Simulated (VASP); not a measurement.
# Ca (Im-3m) in VASP: single point with PBEsol

Aim: the single point of Ca with PBEsol.

Program: VASP 6.6.1. These are calculated values, not measurements. Logs are shortened: lines on timing, memory, paths and dates and some standing lists are left out, and cuts for length are marked.

### Step 1. The cell of the first run

It takes space group Im-3m (No. 229, cubic). The conventional cell has a = 4.480 Å, b = 4.480 Å, c = 4.480 Å, α = 90.00°, β = 90.00°, γ = 90.00°. Within 5.1 Å of Ca (site symmetry m-3m) lie 14 Ca at 3.88 to 4.48 Å.

### Step 2. Single point, PBEsol

INCAR reads:

```
SYSTEM = Ca
ALGO = Fast ; EDIFF = 1E-6
ENCUT = 520 ; GGA = PS
ISIF = 2 ; ISMEAR = 0
LASPH = .True. ; LCHARG = .False.
LREAL = .False. ; LWAVE = .False.
NBANDS = 11 ; NELM = 60
PREC = Accurate ; SIGMA = 0.15
```

KPOINTS reads:

```
k-points
0
Gamma
  16 16 16
  0 0 0
```

POSCAR reads:

```
Ca
1.0
   -2.2400000000      2.2400000000      2.2400000000
    2.2400000000     -2.2400000000      2.2400000000
    2.2400000000      2.2400000000     -2.2400000000
Ca
1
Direct
    0.0000000000      0.0000000000      0.0000000000
```

Potentials or basis: VASP PAW PBE potentials, release 64 (Ca_sv).

On the command line:

```console
$ cat potpaw_PBE.64/Ca_sv/POTCAR > POTCAR
$ mpirun -np 1 vasp_std > vasp.out
```

OUTCAR:

```text
SYSTEM = Ca
   EDIFF = 1E-6
   ENCUT = 520
   GGA = PS
   ISIF = 2
   ISMEAR = 0
   LASPH = .True.
   LREAL = .False.
   NELM = 60
   PREC = Accurate

 ion  position               nearest neighbor table
   1  0.000  0.000  0.000-

  LATTYP: Found a body centered cubic cell.
 ALAT       =     4.4800000000

  Lattice vectors:

 A1 = (  -2.2400000000,   2.2400000000,   2.2400000000)
 A2 = (   2.2400000000,  -2.2400000000,   2.2400000000)
 A3 = (   2.2400000000,   2.2400000000,  -2.2400000000)

Analysis of symmetry for initial positions (statically):
=====================================================================
 Subroutine PRICEL returns:
 Original cell was already a primitive cell.

 Routine SETGRP: Setting up the symmetry group for a
 body centered cubic supercell.

 Subroutine GETGRP returns: Found 48 space group operations
 (whereof 48 operations were pure point group operations)
 out of a pool of 48 trial point group operations.

The static configuration has the point symmetry O_h .

Analysis of symmetry for dynamics (positions and initial velocities):
=====================================================================
 Subroutine PRICEL returns:
 Original cell was already a primitive cell.

 Routine SETGRP: Setting up the symmetry group for a
 body centered cubic supercell.

 Subroutine GETGRP returns: Found 48 space group operations
 (whereof 48 operations were pure point group operations)
 out of a pool of 48 trial point group operations.

The dynamic configuration has the point symmetry O_h .

 Subroutine INISYM returns: Found 48 space group operations
 (whereof 48 operations are pure point group operations),
 and found     1 'primitive' translations

----------------------------------------------------------------------------------------

                                     Primitive cell

  volume of cell :      44.9577

  direct lattice vectors                    reciprocal lattice vectors
    -2.240000000  2.240000000  2.240000000     0.000000000  0.223214286  0.223214286
     2.240000000 -2.240000000  2.240000000     0.223214286  0.000000000  0.223214286
     2.240000000  2.240000000 -2.240000000     0.223214286  0.223214286  0.000000000

  length of vectors
     3.879793809  3.879793809  3.879793809     0.315672670  0.315672670  0.315672670

  position of ions in fractional coordinates (direct lattice)
     0.000000000  0.000000000  0.000000000

  ion indices of the primitive-cell ions
   primitive index   ion index
                 1           1

----------------------------------------------------------------------------------------

 KPOINTS: k-points

Automatic generation of k-mesh.
 Grid dimensions read from file:
 generate k-points for:   16   16   16

 Generating k-lattice:

  Cartesian coordinates                     Fractional coordinates (reciprocal lattice)
     0.000000000  0.013950893  0.013950893     0.062500000  0.000000000  0.000000000
     0.013950893  0.000000000  0.013950893     0.000000000  0.062500000  0.000000000
     0.013950893  0.013950893  0.000000000     0.000000000  0.000000000  0.062500000

  Length of vectors
     0.019729542  0.019729542  0.019729542

  Shift w.r.t. Gamma in fractional coordinates (k-lattice)
     0.000000000  0.000000000  0.000000000

 Subroutine IBZKPT returns following result:
 ===========================================

 Found    145 irreducible k-points:

 Following reciprocal coordinates:
            Coordinates               Weight
  0.000000  0.000000  0.000000      1.000000
  0.062500  0.000000  0.000000     12.000000
  0.125000  0.000000  0.000000     12.000000
  0.187500  0.000000  0.000000     12.000000
  0.250000  0.000000  0.000000     12.000000
  0.312500  0.000000  0.000000     12.000000
[... 16 lines left out ...]
  0.187500  0.187500  0.000000     24.000000
  0.250000  0.187500  0.000000     48.000000
 [... further k-points ...]
   k-points           NKPTS =    145   k-points in BZ     NKDIM =    145   number of bands    NBANDS=     11
   number of dos      NEDOS =    301   number of ions     NIONS =      1
   total plane-waves  NPLWV =  27000
   dimension x,y,z NGX =    30 NGY =   30 NGZ =   30
   dimension x,y,z NGXF=    60 NGYF=   60 NGZF=   60
   ions per type =               1
   NGX,Y,Z   is equivalent  to a cutoff of  12.85, 12.85, 12.85 a.u.
   NGXF,Y,Z  is equivalent  to a cutoff of  25.71, 25.71, 25.71 a.u.
 SYSTEM =  Ca
   PREC   = accura    normal or accurate (medium, high low for compatibility)
   ISTART =      0    job   : 0-new  1-cont  2-samecut
   ICHARG =      2    charge: 1-file 2-atom 10-const
   ISPIN  =      1    spin polarized calculation?
   LNONCOLLINEAR =      F non collinear calculations
   LSORBIT =      F    spin-orbit coupling
   LASPH  =      T    aspherical Exc in radial PAW
   ENCUT  =  520.0 eV  38.22 Ry    6.18 a.u.   7.21  7.21  7.21*2*pi/ulx,y,z
   NELM   =     60;   NELMIN=  2; NELMDL= -5     # of ELM steps
   EDIFF  = 0.1E-05   stopping-criterion for ELM
   LREAL  =      F    real-space projection
   EDIFFG = 0.1E-04   stopping-criterion for IOM
   NSW    =      0    number of steps for IOM
   IBRION =     -1    ionic relax: 0-MD 1-quasi-New 2-CG
   NFREE  =      0    steps in history (QN), initial steepest desc. (CG)
   ISIF   =      2    stress and relaxation
   ISYM   =      2    0-nonsym 1-usesym 2-fastsym
   POTIM  = 0.5000    time-step for ionic-motion
   TEBEG  =    0.0;   TEEND  =   0.0 temperature during run
   PSTRESS=    0.0 pullay stress
   NELECT =      10.0000    total number of electrons
   NUPDOWN=      -1.0000    fix difference up-down
   EMIN   =  10.00;   EMAX   =-10.00  energy-range for DOS
   EFERMI =   0.00;   METHOD = LEGACY
   ISMEAR =     0;   SIGMA  =   0.15  broadening in eV -4-tet -1-fermi 0-gaus
   EFERMI_NEDOS =   21; number of points for ismear=-14 and -15
   IALGO  =     68    algorithm
   IMIX   =      4    mixing-type and parameters
     AMIX     =   0.40;   BMIX     =  1.00
     AMIX_MAG =   1.60;   BMIX_MAG =  1.00
  volume/ion in A,a.u.               =      44.96       303.39
  Fermi-wavevector in a.u.,A,eV,Ry     =   0.991913  1.874443 13.386649  0.983891
  Thomas-Fermi vector in A             =   2.123688
   LORBIT       =      0    0 simple, 1 ext, 2 COOP (PROOUT), +10 PAW based schemes
   GGA     = PS    functional components
   LHFCALC =     F    Hartree Fock is set to
   AEXX    =    0.0000 exact exchange contribution
   IVDW    =     0    specifies the selected vdW correction
   LEPSILON=     F    determine dielectric tensor
   LRPA    =     F    only Hartree local field effects (RPA)
 non-spin polarized calculation
 RMM-DIIS sequential band-by-band and
 Gauss-broadening in eV      SIGMA  =   0.15
  energy-cutoff  :      520.00
  volume of cell :       44.96
 maximum number of plane-waves:      1264
 NGX is ok and might be reduce to    30
   NGX = 15   NGY = 15   NGZ = 15

 number of electron      10.0000001 magnetization

 Free energy of the ion-electron system (eV)
  ---------------------------------------------------
  ext. energy  EPLUGINS =         0.00000000
  ---------------------------------------------------
  free energy    TOTEN  =        -2.10419185 eV

  energy without entropy =       -2.08590900  energy(sigma->0) =       -2.09505043

 E-fermi :   1.6998     XC(G=0):  -7.6123

 val. band max:        1.6932794574   @ k =  -0.3750  -0.4375   0.1875
 cond. band min:       1.6998744396   @ k =   0.3750   0.1250   0.1250
 fundamental gap:      0.0065949822
 Fermi energy:         1.6997791526

 k-point     1 :       0.0000    0.0000    0.0000
  band No.  band energies     occupation
      1     -40.3465      2.00000
      2     -21.3429      2.00000
      3     -21.3429      2.00000
      4     -21.3429      2.00000
      5      -2.2647      2.00000
      6       3.8860      0.00000
      7       3.8860      0.00000
      8       3.8860      0.00000
      9       4.8851      0.00000
     10       4.8851      0.00000
     11      11.5956      0.00000

 k-point     2 :       0.0625    0.0000    0.0000
  band No.  band energies     occupation
      1     -40.3460      2.00000
      2     -21.3472      2.00000
      3     -21.3443      2.00000
      4     -21.3428      2.00000
      5      -2.1973      2.00000
      6       3.8449      0.00000
      7       3.8622      0.00000
      8       3.9358      0.00000
      9       4.8348      0.00000
     10       4.8861      0.00000
     11      11.5797      0.00000

 k-point     3 :       0.1250    0.0000    0.0000
  band No.  band energies     occupation
      1     -40.3448      2.00000
      2     -21.3596      2.00000
      3     -21.3485      2.00000
      4     -21.3428      2.00000
      5      -1.9978      2.00000
      6       3.7317      0.00000
      7       3.7618      0.00000
      8       4.0829      0.00000
      9       4.7358      0.00000
     10       4.8921      0.00000
     11      11.0452      0.00000

 k-point     4 :       0.1875    0.0000    0.0000
  band No.  band energies     occupation
      1     -40.3430      2.00000
      2     -21.3781      2.00000
      3     -21.3548      2.00000
      4     -21.3427      2.00000
      5      -1.6733      2.00000
      6       3.5350      0.00000
      7       3.5725      0.00000
      8       4.3208      0.00000
      9       4.6858      0.00000
     10       4.9097      0.00000
     11      10.1339      0.00000
[... 239 lines left out ...]
 k-point    22 :       0.4375    0.1250   -0.0000
  band No.  band energies     occupation
      1     -40.3348      2.00000
      2     -21.4501      2.00000
      3     -21.3863      2.00000
      4     -21.3486      2.00000
      5       1.0056      2.00000
      6       1.6450      1.39444
      7       2.9065      0.00000
      8       4.7226      0.00000
      9       5.1434      0.00000
     10       5.9437      0.00000
     11       6.5139      0.00000

 k-point    23 :       0.1875    0.1875    0.0000
  band No.  band energies     occupation
      1     -40.3382      2.00000
      2     -21.4194      2.00000
      3     -21.3701      2.00000
      4     -21.3507      2.00000
      5      -0.5841      2.00000
      6       2.8545      0.00000
      7       3.1286      0.00000
      8       4.6214      0.00000
      9       5.0620      0.00000
     10       5.1195      0.00000
     11       8.2442      0.00000

 k-point    24 :       0.2500    0.1875    0.0000
  band No.  band energies     occupation
      1     -40.3365      2.00000
      2     -21.4310      2.00000
      3     -21.3796      2.00000
      4     -21.3521      2.00000
      5      -0.0380      2.00000
      6       2.5485      0.00000
      7       2.9631      0.00000
      8       4.6849      0.00000
      9       5.0840      0.00000
     10       5.4641      0.00000
     11       7.4078      0.00000

 [... further k-points ...]

------------------------ aborting loop because EDIFF is reached ----------------------------------------

  FORCE on cell =-STRESS in cart. coord.  units (eV):
  Direction    XX          YY          ZZ          XY          YZ          ZX
  --------------------------------------------------------------------------------------
  -------------------------------------------------------------------------------------
  Total       -0.4292475     -0.4292475     -0.4292475      0.0000000     -0.0000000     -0.0000000
  in kB      -15.2972822    -15.2972822    -15.2972822      0.0000000     -0.0000000     -0.0000000
  external PRESSURE =     -15.2972822 kB  Pullay stress =       0.0000000 kB

 VOLUME and BASIS-vectors are now :
 -----------------------------------------------------------------------------
  energy-cutoff  :      520.00
  volume of cell :       44.96
      direct lattice vectors                 reciprocal lattice vectors
    -2.240000000  2.240000000  2.240000000     0.000000000  0.223214286  0.223214286
     2.240000000 -2.240000000  2.240000000     0.223214286  0.000000000  0.223214286
     2.240000000  2.240000000 -2.240000000     0.223214286  0.223214286  0.000000000

 POSITION                                       TOTAL-FORCE (eV/Angst)
 -----------------------------------------------------------------------------------
      0.00000      0.00000      0.00000         0.000000     -0.000000     -0.000000
 -----------------------------------------------------------------------------------
    total drift:                               -0.000000     -0.000000      0.000000

  FREE ENERGIE OF THE ION-ELECTRON SYSTEM (eV)
  ---------------------------------------------------
  free  energy   TOTEN  =        -2.1041918494 eV

  energy  without entropy=       -2.0859090010  energy(sigma->0) =       -2.09505043
```

Run time: 56 s. Hardware: 1 thread of Intel Xeon Platinum 8375C at 2.90GHz (Ice Lake), shared host; peak memory 0.21 GiB.

Results:

```yaml
Free_energy: -2.1042 eV
Pressure: -1.5 GPa
Band_gap_on_the_k_mesh: zero (band 5 reaches 2.03 eV, above the bottom of band 6 at 1.62 eV)
```

Caveat: the PAW data sets were made with another functional, which shifts forces and pressure a little.
